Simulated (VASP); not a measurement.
# BP2 (P4/nmm) in VASP: notebook

Runs on BP2. Level: PBE. Tasks: single point, relaxation of cell and atoms.

All numbers are computed with VASP 6.6.1; they aren't measurements. Logs are shortened: lines on timing, memory, paths and dates and some standing lists are left out, and cuts for length are marked.

## (1) The cell of the first run

Symmetry: P4/nmm, No. 129, tetragonal system. The conventional cell has a = 3.383 Å, b = 3.383 Å, c = 6.895 Å, α = 90.00°, β = 90.00°, γ = 90.00°. B (site symmetry 4mm) has 9 P at 2.46 to 2.53 Å within 3.2 Å. Within 3.2 Å of P (site symmetry -4m2) lie 8 P at 2.39 to 3.06 Å and 4 B at 2.53 Å. P (site symmetry 4mm) has 5 B at 2.46 to 2.48 Å and 8 P at 2.99 to 3.06 Å within 3.2 Å.

## (2) Single point, PBE

INCAR reads:

```
SYSTEM = BP2
ALGO     = Normal         ! electronic algorithm
EDIFF    = 1E-7           ! SCF threshold, eV
ENCUT    = 520            ! plane-wave cutoff, eV
GGA      = PE             ! functional
ISIF     = 2              ! what is computed and relaxed
ISMEAR   = 0              ! smearing method
LASPH    = .True.         ! aspherical terms in the spheres
LCHARG   = .False.        ! write CHGCAR
LREAL    = .False.        ! projectors in reciprocal space
LWAVE    = .False.        ! write WAVECAR
NBANDS   = 22             ! bands
NELM     = 60             ! most SCF steps
PREC     = Accurate       ! precision mode
SIGMA    = 0.1            ! smearing width, eV
```

KPOINTS reads:

```
k-points
0
Gamma
  6 6 4
  0 0 0
```

POSCAR reads:

```
BP2
1.0
    3.3825600600      0.0000000000      0.0000000000
    0.0000000000      3.3825600600      0.0000000000
    0.0000000000      0.0000000000      6.8954621700
B P
2 4
Direct
    0.0000000000      0.5000000000      0.7269219200
    0.5000000000      0.0000000000      0.2730780800
    0.5000000000      0.5000000000      0.0000000000
    0.0000000000      0.0000000000      0.0000000000
    0.5000000000      0.0000000000      0.6296706200
    0.0000000000      0.5000000000      0.3703293800
```

Potentials or basis: VASP PAW PBE potentials, release 64 (B, P).

On the command line:

```sh
cat potpaw_PBE.64/B/POTCAR potpaw_PBE.64/P/POTCAR > POTCAR
mpirun -np 1 vasp_std > vasp.out
```

OUTCAR:

```text
SYSTEM = BP2
   EDIFF = 1E-7
   ENCUT = 520
   GGA = PE
   ISIF = 2
   ISMEAR = 0
   LASPH = .True.
   LREAL = .False.
   NELM = 60
   PREC = Accurate

 ion  position               nearest neighbor table
   1  0.000  0.500  0.727-   6 2.46   5 2.48   5 2.48   5 2.48   5 2.48   3 2.53   3 2.53   4 2.53
                             4 2.53
   2  0.500  0.000  0.273-   5 2.46   6 2.48   6 2.48   6 2.48   6 2.48   3 2.53   4 2.53   4 2.53
                             3 2.53
   3  0.500  0.500  0.000-   4 2.39   4 2.39   4 2.39   4 2.39   2 2.53   1 2.53   1 2.53   2 2.53

   4  0.000  0.000  0.000-   3 2.39   3 2.39   3 2.39   3 2.39   2 2.53   2 2.53   1 2.53   1 2.53

   5  0.500  0.000  0.630-   2 2.46   1 2.48   1 2.48   1 2.48   1 2.48
   6  0.000  0.500  0.370-   1 2.46   2 2.48   2 2.48   2 2.48   2 2.48

  LATTYP: Found a simple tetragonal cell.
 ALAT       =     3.3825600600
 C/A-ratio  =     2.0385335508

  Lattice vectors:

 A1 = (   3.3825600600,   0.0000000000,   0.0000000000)
 A2 = (   0.0000000000,   3.3825600600,   0.0000000000)
 A3 = (   0.0000000000,   0.0000000000,   6.8954621700)

Analysis of symmetry for initial positions (statically):
=====================================================================
 Subroutine PRICEL returns:
 Original cell was already a primitive cell.

 Routine SETGRP: Setting up the symmetry group for a
 simple tetragonal supercell.

 Subroutine GETGRP returns: Found 16 space group operations
 (whereof  8 operations were pure point group operations)
 out of a pool of 16 trial point group operations.

The static configuration has the point symmetry D_2d.
 The point group associated with its full space group is D_4h.

Analysis of symmetry for dynamics (positions and initial velocities):
=====================================================================
 Subroutine PRICEL returns:
 Original cell was already a primitive cell.

 Routine SETGRP: Setting up the symmetry group for a
 simple tetragonal supercell.

 Subroutine GETGRP returns: Found 16 space group operations
 (whereof  8 operations were pure point group operations)
 out of a pool of 16 trial point group operations.

The dynamic configuration has the point symmetry D_2d.
 The point group associated with its full space group is D_4h.

 Subroutine INISYM returns: Found 16 space group operations
 (whereof  8 operations are pure point group operations),
 and found     1 'primitive' translations

----------------------------------------------------------------------------------------

                                     Primitive cell

  volume of cell :      78.8959

  direct lattice vectors                    reciprocal lattice vectors
     3.382560060  0.000000000  0.000000000     0.295634071  0.000000000  0.000000000
     0.000000000  3.382560060  0.000000000     0.000000000  0.295634071  0.000000000
     0.000000000  0.000000000  6.895462170     0.000000000  0.000000000  0.145022911

  length of vectors
     3.382560060  3.382560060  6.895462170     0.295634071  0.295634071  0.145022911

  position of ions in fractional coordinates (direct lattice)
     0.000000000  0.500000000  0.726921920
     0.500000000  0.000000000  0.273078080
     0.500000000  0.500000000  0.000000000
     0.000000000  0.000000000  0.000000000
     0.500000000  0.000000000  0.629670620
     0.000000000  0.500000000  0.370329380

  ion indices of the primitive-cell ions
   primitive index   ion index
                 1           1
                 2           2
                 3           3
                 4           4
                 5           5
                 6           6

----------------------------------------------------------------------------------------

 KPOINTS: k-points

Automatic generation of k-mesh.
 Grid dimensions read from file:
 generate k-points for:    6    6    4

 Generating k-lattice:

  Cartesian coordinates                     Fractional coordinates (reciprocal lattice)
     0.049272345  0.000000000  0.000000000     0.166666667  0.000000000  0.000000000
     0.000000000  0.049272345  0.000000000     0.000000000  0.166666667  0.000000000
     0.000000000  0.000000000  0.036255728     0.000000000  0.000000000  0.250000000

  Length of vectors
     0.049272345  0.049272345  0.036255728

  Shift w.r.t. Gamma in fractional coordinates (k-lattice)
     0.000000000  0.000000000  0.000000000

 Subroutine IBZKPT returns following result:
 ===========================================

 Found     30 irreducible k-points:

 Following reciprocal coordinates:
            Coordinates               Weight
  0.000000  0.000000  0.000000      1.000000
  0.166667  0.000000  0.000000      4.000000
  0.333333  0.000000  0.000000      4.000000
  0.500000  0.000000  0.000000      2.000000
  0.166667  0.166667  0.000000      4.000000
  0.333333  0.166667  0.000000      8.000000
[... 16 lines left out ...]
  0.333333  0.000000  0.500000      4.000000
[... 32 lines left out ...]
   NUPDOWN=      -1.0000    fix difference up-down
   EMIN   =  10.00;   EMAX   =-10.00  energy-range for DOS
   EFERMI =   0.00;   METHOD = LEGACY
   ISMEAR =     0;   SIGMA  =   0.10  broadening in eV -4-tet -1-fermi 0-gaus
   EFERMI_NEDOS =   21; number of points for ismear=-14 and -15
   IALGO  =     38    algorithm
   IMIX   =      4    mixing-type and parameters
     AMIX     =   0.40;   BMIX     =  1.00
     AMIX_MAG =   1.60;   BMIX_MAG =  1.00
  volume/ion in A,a.u.               =      13.15        88.74
  Fermi-wavevector in a.u.,A,eV,Ry     =   1.130788  2.136879 17.397514  1.278681
  Thomas-Fermi vector in A             =   2.267485
   LORBIT       =      0    0 simple, 1 ext, 2 COOP (PROOUT), +10 PAW based schemes
   GGA     = PE    functional components
   LHFCALC =     F    Hartree Fock is set to
   AEXX    =    0.0000 exact exchange contribution
   IVDW    =     0    specifies the selected vdW correction
   LEPSILON=     F    determine dielectric tensor
   LRPA    =     F    only Hartree local field effects (RPA)
 non-spin polarized calculation
 Gauss-broadening in eV      SIGMA  =   0.10
  energy-cutoff  :      520.00
  volume of cell :       78.90
 maximum number of plane-waves:      2148
 NGX is ok and might be reduce to    28
   NGX = 13   NGY = 13   NGZ = 25

 number of electron      26.0000004 magnetization

 Free energy of the ion-electron system (eV)
  ---------------------------------------------------
  ext. energy  EPLUGINS =         0.00000000
  ---------------------------------------------------
  free energy    TOTEN  =       -27.53238771 eV

  energy without entropy =      -27.50588512  energy(sigma->0) =      -27.51913641

 E-fermi :   8.2332     XC(G=0): -11.2350

 val. band max:        8.2201085359   @ k =   0.5000   0.1667   0.0000
 cond. band min:       8.2357378448   @ k =   0.5000   0.0000   0.5000
 fundamental gap:      0.0156293089
 Fermi energy:         8.2331579695

 k-point     1 :       0.0000    0.0000    0.0000
  band No.  band energies     occupation
      1      -7.9439      2.00000
      2      -4.8817      2.00000
      3      -3.5413      2.00000
      4       2.7095      2.00000
      5       3.1907      2.00000
      6       3.1907      2.00000
[... 14 lines left out ...]
     21      13.7840      0.00000
     22      14.0433      0.00000

 k-point     2 :       0.1667    0.0000    0.0000
  band No.  band energies     occupation
      1      -7.6072      2.00000
      2      -4.5687      2.00000
      3      -3.2520      2.00000
      4       0.1852      2.00000
      5       2.3831      2.00000
      6       3.5127      2.00000
[... 14 lines left out ...]
     21      13.4312      0.00000
     22      13.4377      0.00000

 k-point     3 :       0.3333    0.0000    0.0000
  band No.  band energies     occupation
      1      -6.6023      2.00000
      2      -3.6574      2.00000
      3      -2.7996      2.00000
      4      -2.2927      2.00000
      5       0.4930      2.00000
      6       1.8350      2.00000
[... 14 lines left out ...]
     21      12.6391      0.00000
     22      12.8962      0.00000
[... 476 lines left out ...]
 k-point    23 :       0.3333    0.0000    0.5000
  band No.  band energies     occupation
      1      -6.4657      2.00000
      2      -4.5062      2.00000
      3      -2.4869      2.00000
      4      -1.4496      2.00000
      5       0.8278      2.00000
      6       1.5273      2.00000
[... 14 lines left out ...]
     21      11.9176      0.00000
     22      12.2937      0.00000

 k-point    24 :       0.5000    0.0000    0.5000
  band No.  band energies     occupation
      1      -4.8150      2.00000
      2      -4.8150      2.00000
      3      -2.9791      2.00000
      4      -2.9791      2.00000
      5       1.7091      2.00000
      6       1.7091      2.00000
[... 14 lines left out ...]
     21      12.8120      0.00000
     22      12.8120      0.00000

 [... further k-points ...]
[... 5 lines left out ...]
  --------------------------------------------------------------------------------------
  -------------------------------------------------------------------------------------
  Total       -6.2432866     -6.2432866     -2.7650831      0.0000000     -0.0000000      0.0000000
  in kB     -126.7854563   -126.7854563    -56.1518864      0.0000000     -0.0000000      0.0000000
  external PRESSURE =    -103.2409330 kB  Pullay stress =       0.0000000 kB

 VOLUME and BASIS-vectors are now :
 -----------------------------------------------------------------------------
  energy-cutoff  :      520.00
  volume of cell :       78.90
      direct lattice vectors                 reciprocal lattice vectors
     3.382560060  0.000000000  0.000000000     0.295634071  0.000000000  0.000000000
     0.000000000  3.382560060  0.000000000     0.000000000  0.295634071  0.000000000
     0.000000000  0.000000000  6.895462170     0.000000000  0.000000000  0.145022911

 POSITION                                       TOTAL-FORCE (eV/Angst)
 -----------------------------------------------------------------------------------
      0.00000      1.69128      5.01246        -0.000000     -0.000000     -1.592802
      1.69128      0.00000      1.88300         0.000000     -0.000000      1.592802
      1.69128      1.69128      0.00000         0.000000      0.000000      0.000000
      0.00000      0.00000      0.00000         0.000000     -0.000000      0.000000
      1.69128      0.00000      4.34187         0.000000     -0.000000     -0.383299
      0.00000      1.69128      2.55359         0.000000     -0.000000      0.383299
 -----------------------------------------------------------------------------------
    total drift:                               -0.000000      0.000000     -0.000000

  FREE ENERGIE OF THE ION-ELECTRON SYSTEM (eV)
  ---------------------------------------------------
  free  energy   TOTEN  =       -27.5323877080 eV

  energy  without entropy=      -27.5058851176  energy(sigma->0) =      -27.51913641
```

Wall time 23 s (1 thread of Intel Xeon 6975P-C (Granite Rapids), shared host); peak memory 0.19 GiB.

Results:

```yaml
Free_energy: -27.5324 eV
Pressure: -10.3 GPa
Largest_force: 1.593 eV/Å
Band_gap_on_the_k_mesh: zero (band 13 reaches 9.13 eV, above the bottom of band 14 at 5.92 eV)
```

Forces on the atoms (eV/Å):
```
B    0.000  0.000 -1.593
B    0.000  0.000  1.593
P    0.000  0.000  0.000
P    0.000  0.000  0.000
P    0.000  0.000 -0.383
P    0.000  0.000  0.383
```

Levels at points of the mesh, in eV from the Fermi level:
```csv
k point,band 9,band 10,band 11,band 12,band 13,band 14,band 15,band 16,band 17,band 18
"(0.00, 0.00, 0.00)",-2.77,-1.97,-1.97,-1.25,-1.25,-0.57,-0.25,1.27,4.24,4.97
"(0.50, 0.00, 0.00)",-2.09,-2.09,-0.93,-0.93,0.25,0.25,0.64,0.64,1.76,1.76
"(0.50, 0.50, 0.00)",-5.54,-5.54,-5.41,-5.41,0.55,0.55,1.14,1.14,2.03,2.03
"(0.00, 0.00, 0.50)",-2.88,-2.88,-1.85,0.12,0.12,1.02,1.57,1.72,2.59,3.07
"(0.50, 0.00, 0.50)",-2.06,-2.06,-0.05,-0.05,0.00,0.00,1.57,1.57,2.69,2.69
"(0.50, 0.50, 0.50)",-3.88,-3.88,-3.15,-3.15,-2.31,-2.31,-1.55,-1.55,4.91,4.91
```

Caveat: forces of over 1 eV/Å act on the atoms, so gaps and moduli don't describe the material at rest.

## (3) Single point, PBE

This run uses another cell than the first one, of 15.02 Å³/atom, 1.142 times its volume.

INCAR reads:

```
SYSTEM = BP2
ALGO     = Normal         ! electronic algorithm
EDIFF    = 1E-6           ! SCF threshold, eV
ENCUT    = 520            ! plane-wave cutoff, eV
GGA      = PE             ! functional
ISIF     = 2              ! what is computed and relaxed
ISMEAR   = 0              ! smearing method
LASPH    = .True.         ! aspherical terms in the spheres
LCHARG   = .True.         ! write CHGCAR
LELF     = .True.         ! ELF
LREAL    = .False.        ! projectors in reciprocal space
LVHAR    = .True.       
LWAVE    = .False.        ! write WAVECAR
NBANDS   = 22             ! bands
NELM     = 100            ! most SCF steps
PREC     = Accurate       ! precision mode
SIGMA    = 0.1            ! smearing width, eV
```

KPOINTS reads:

```
k-points
0
Gamma
  12 12 4
  0 0 0
```

POSCAR reads:

```
BP2
1.0
    3.1202783369      0.0000000000      0.0000000000
    0.0000000000      3.1202783369      0.0000000000
    0.0000000000      0.0000000000      9.2579037591
B P
2 4
Direct
    0.0000000000      0.5000000000      0.5934346346
    0.5000000000      0.0000000000      0.4065653654
    0.5000000000      0.5000000000      0.0000000000
    0.0000000000      0.0000000000      0.0000000000
    0.5000000000      0.0000000000      0.6194028390
    0.0000000000      0.5000000000      0.3805971610
```

Potentials or basis: VASP PAW PBE potentials, release 64 (B, P).

On the command line:

```sh
cat potpaw_PBE.64/B/POTCAR potpaw_PBE.64/P/POTCAR > POTCAR
mpirun -np 1 vasp_std > vasp.out
```

It took 76 s on 1 thread of Intel Xeon Platinum 8488C (Sapphire Rapids), shared host; peak memory 0.27 GiB.

The run converged. Its results:

- Free energy: -30.7077 eV
- Pressure: -0.3 GPa
- Largest force: 0.012 eV/Å
- Band gap on the k mesh: zero (band 13 reaches 8.19 eV, above the bottom of band 14 at 4.41 eV)

Forces in eV/Å, atoms in the order of the input:
```
B    0.000  0.000 -0.012
B    0.000  0.000  0.012
P    0.000  0.000  0.000
P    0.000  0.000  0.000
P    0.000  0.000 -0.002
P    0.000  0.000  0.002
```

Stress tensor (GPa, compression positive):
```
-0.34  0.00  0.00
 0.00 -0.34  0.00
 0.00  0.00 -0.07
```

Levels at points of the mesh, in eV from the Fermi level:
```tsv
k point	band 9	band 10	band 11	band 12	band 13	band 14	band 15	band 16	band 17	band 18
(0.00, 0.00, 0.00)	-3.06	-2.56	-1.43	-0.03	-0.03	1.68	2.13	2.67	4.19	4.31
(0.50, 0.00, 0.00)	-1.98	-1.98	-0.46	-0.46	0.38	0.38	2.73	2.73	3.19	3.19
(0.50, 0.50, 0.00)	-4.31	-4.31	-4.27	-4.27	-0.55	-0.55	-0.08	-0.08	3.92	3.92
(0.00, 0.00, 0.50)	-3.06	-2.59	-1.43	-0.02	-0.02	0.66	1.96	2.82	4.09	4.55
(0.50, 0.00, 0.50)	-1.30	-1.30	-0.46	-0.46	0.37	0.37	2.71	2.71	3.15	3.15
(0.50, 0.50, 0.50)	-4.29	-4.29	-4.24	-4.24	-0.64	-0.64	-0.18	-0.18	4.34	4.34
```

Caveat: this functional lacks dispersion, which binds the layers, so the pressure and a relaxed spacing across them are unreliable.

## (4) Relaxation of cell and atoms, PBE

This run uses another cell than the first one, of 15.09 Å³/atom, 1.148 times its volume.

INCAR reads:

```
ALGO = Normal ; EDIFF = 1E-6
EDIFFG = -0.01 ; ENCUT = 600
GGA = PE ; IBRION = 2
ISIF = 3 ; ISMEAR = 0
LASPH = True ; LCHARG = False
LREAL = False ; LWAVE = False
NELM = 100 ; NSW = 100
PREC = Accurate ; SIGMA = 0.1
```

KPOINTS reads:

```
k-points
0
Gamma
  12 12 4
```

POSCAR reads:

```
BP2
1.0
    3.1133510650      0.0000000000      0.0000000000
    0.0000000000      3.1133510650      0.0000000000
    0.0000000000      0.0000000000      9.3403910727
B P
2 4
Direct
    0.0000000000      0.5000000000      0.5859553003
    0.5000000000      0.0000000000      0.4140446997
    0.5000000000      0.5000000000      0.0000000000
    0.0000000000      0.0000000000      0.0000000000
    0.5000000000      0.0000000000      0.6261048658
    0.0000000000      0.5000000000      0.3738951342
```

On the command line:

```sh
cat potpaw_PBE.64/B/POTCAR potpaw_PBE.64/P/POTCAR > POTCAR
mpirun -np 1 vasp_std > vasp.out
```

It took 10 min on 1 thread of Intel Xeon Platinum 8488C (Sapphire Rapids), shared host; peak memory 0.33 GiB.

It converged, with:

| Property | Result |
| --- | --- |
| Free energy | -30.7102 eV |
| Relaxed volume | 15.10 Å³/atom |
| Relaxed cell | a = 3.117 Å, b = 3.117 Å, c = 9.326 Å, α = 90.00°, β = 90.00°, γ = 90.00° |
| Space group after relaxing (to 0.05 Å) | P4/nmm (No. 129) |
| Energy gained by relaxing | 4.0 meV/atom |
| Ionic steps | 14 |
| Pressure after relaxing | 0.0 GPa |
| Largest force after relaxing | 0.007 eV/Å |
| Band gap on the k mesh | zero (band 13 reaches 8.10 eV, above the bottom of band 14 at 4.35 eV) |

Forces on the atoms (eV/Å):
```
B    0.000  0.000  0.002
B    0.000  0.000 -0.002
P    0.000  0.000  0.000
P    0.000  0.000  0.000
P    0.000  0.000  0.007
P    0.000  0.000 -0.007
```

Step by step:
```tsv
step	energy change (eV)	largest force (eV/Å)	pressure (GPa)	volume (Å³)
1	0.0000	0.3687	-0.96	90.54
2	-0.0048	0.2889	1.03	89.35
3	-0.0074	0.1369	0.27	89.79
4	-0.0102	0.1412	0.16	89.94
5	-0.0163	0.1508	-0.10	90.41
6	-0.0172	0.1600	-0.53	91.35
7	-0.0190	0.1571	-0.32	90.87
8	-0.0209	0.1110	-0.33	90.87
9	-0.0235	0.0326	-0.35	90.87
10	-0.0235	0.0356	-0.35	90.87
11	-0.0238	0.0063	-0.15	90.69
12	-0.0239	0.0132	-0.01	90.57
13	-0.0239	0.0111	-0.01	90.58
14	-0.0239	0.0065	-0.05	90.61
```

Final structure:
```xyz
6
Lattice="3.1170 0.0000 0.0000 0.0000 3.1170 0.0000 0.0000 0.0000 9.3263" Properties=species:S:1:pos:R:3 pbc="T T T"
B     0.0000    1.5585    5.5244
B     1.5585    0.0000    3.8019
P     1.5585    1.5585    0.0000
P     0.0000    0.0000    0.0000
P     1.5585    0.0000    5.7705
P     0.0000    1.5585    3.5558
```

Levels at points of the mesh, in eV from the Fermi level:
| k point | band 11 | band 12 | band 13 | band 14 | band 15 | band 16 |
| --- | --- | --- | --- | --- | --- | --- |
| (0.00, 0.00, 0.00) | -1.40 | -0.02 | -0.02 | 1.64 | 2.09 | 2.68 |
| (0.50, 0.00, 0.00) | -0.47 | -0.47 | 0.38 | 0.38 | 2.74 | 2.74 |
| (0.50, 0.50, 0.00) | -4.28 | -4.28 | -0.56 | -0.56 | -0.09 | -0.09 |
| (0.00, 0.00, 0.50) | -1.40 | -0.01 | -0.01 | 0.64 | 1.95 | 2.83 |
| (0.50, 0.00, 0.50) | -0.47 | -0.47 | 0.38 | 0.38 | 2.71 | 2.71 |
| (0.50, 0.50, 0.50) | -4.25 | -4.25 | -0.64 | -0.64 | -0.18 | -0.18 |

Caveat: this functional lacks dispersion, which binds the layers, so the pressure and a relaxed spacing across them are unreliable.

## (5) Overview

| task | cell | k mesh | cutoff (eV) | gap on the mesh (eV) | pressure (GPa) | largest force (eV/Å) |
| --- | --- | --- | --- | --- | --- | --- |
| single point | a = 3.383, b = 3.383, c = 6.895 Å, 6 atoms | 6 × 6 × 4 | 520 | none | -10.3 | 1.59 |
| single point | a = 3.120, b = 3.120, c = 9.258 Å, 6 atoms | 12 × 12 × 4 | 520 | none | -0.3 | 0.01 |
| relaxation of cell and atoms | relaxed from a = 3.113, b = 3.113, c = 9.340 Å, 6 atoms | 12 × 12 × 4 | 600 | none | 0.0 | 0.01 |

Alike in all rows: level PBE; potentials or basis VASP PAW PBE potentials, release 64 (B, P); no spin polarisation; smearing gaussian 0.1 eV.

Caveats: this functional lacks dispersion, which binds the layers, so the pressure and a relaxed spacing across them are unreliable (some runs); forces of over 1 eV/Å act on the atoms, so gaps and moduli don't describe the material at rest (some runs).

Absolute energies hang on the potentials; compare differences alone.
